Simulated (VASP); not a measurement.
## Nb: single point with PBE

Crystal: Nb.

```
Nb
1.0
    -1.66395    1.66395    1.66395
     1.66395   -1.66395    1.66395
     1.66395    1.66395   -1.66395
Nb
1
Direct
  0.00000 0.00000 0.00000
```

| Item | Value |
| --- | --- |
| Program | VASP 6.6.1 |
| Task | single point |
| Functional | PBE |
| Potentials or basis | VASP PAW PBE potentials, release 64 (Nb_sv) |
| Cutoff | 500 eV |
| k mesh | 8 × 8 × 8 |
| Occupations | fermi-dirac, width 0.03 eV |
| Spin | no spin polarisation |

```yaml
Pressure: -2.7 GPa
```

Levels at points of the mesh, in eV from the Fermi level:
| k point | band 3 | band 4 | band 5 | band 6 | band 7 | band 8 | band 9 | band 10 |
| --- | --- | --- | --- | --- | --- | --- | --- | --- |
| (0.00, 0.00, 0.00) | -29.62 | -29.62 | -5.75 | 0.51 | 0.51 | 0.51 | 3.34 | 3.34 |
| (0.50, 0.00, 0.00) | -30.02 | -29.63 | -3.49 | -1.45 | 2.32 | 3.36 | 4.02 | 6.32 |
| (0.50, 0.50, 0.50) | -30.49 | -30.49 | -3.45 | -3.45 | 5.58 | 5.58 | 5.58 | 9.03 |

Run time: 3.1 s on 1 thread of Intel(R) Xeon(R) 6975P-C (Granite Rapids), with other jobs on the host, peak memory 0.13 GiB.
